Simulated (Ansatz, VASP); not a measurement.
CuCl in VASP and in Ansatz

INCAR

```
SYSTEM = CuCl
  ALGO = Normal
  EDIFF = 1E-6
  ENCUT = 600
  GGA = PS
  GGA_COMPAT = .FALSE.
  ISIF = 2
  ISMEAR = 0
  LASPH = .TRUE.
  LCHARG = .FALSE.
  LREAL = .FALSE.
  LWAVE = .FALSE.
  NBANDS = 16
  NELM = 120
  PREC = Accurate
  SIGMA = 0.05
```

The input KPOINTS:

```
k-points
0
G
  12 12 12
  0 0 0
```

POSCAR

```
CuCl
1.0
    0.0000000000      2.6450275563      2.6450275563
    2.6450275563      0.0000000000      2.6450275563
    2.6450275563      2.6450275563      0.0000000000
Cu Cl
1 1
Direct
    0.0000000000      0.0000000000      0.0000000000
    0.7500000000      0.7500000000      0.7500000000
```

Input for Ansatz:

```yaml
crystal:
  lattice:
    - [0.0, 2.6450275563, 2.6450275563]
    - [2.6450275563, 0.0, 2.6450275563]
    - [2.6450275563, 2.6450275563, 0.0]
  atoms:
    - { symbol: Cu, position: [0.0, 0.0, 0.0] }
    - { symbol: Cl, position: [0.75, 0.75, 0.75] }
basis:
  ecutwfc: 420
  ecutrho_ratio: 4
kpoints:
  mp_grid: { grid: [12, 12, 12] }
hamiltonian:
  xc: pbesol
scf:
  occupations: { method: gaussian, width: 0.05 }
output:
  forces: true
  stress: true
  eigenvalues: true
```

Alike in both runs: task single point; functional PBEsol; k mesh 12 × 12 × 12; occupations gaussian, width 0.05 eV; no spin polarisation.

|  | VASP | Ansatz |
| --- | --- | --- |
| version | VASP 6.6.1 | Ansatz 0.2.0 |
| potentials or method | VASP PAW PBE potentials, release 64 (Cu, Cl), cutoff 600 eV | scalar-relativistic, plane waves, PAW |
| valence electrons in the cell | 18 | 26 |

```csv
,VASP,Ansatz,Ansatz less VASP
gap on the k mesh at the Fermi level (eV),0.56,0.55,-0.003
least direct gap on the mesh (eV),0.56,0.55,-0.003
pressure (GPa),0.3,0.0,-0.28
```

VASP's potentials were made for PBE, not for PBEsol. With one functional, cell and mesh, what is left measures potentials, basis and numerics. VASP's potentials hold 18 valence electrons a cell and Ansatz's 26, so a difference there can come from the potentials and not from the codes.
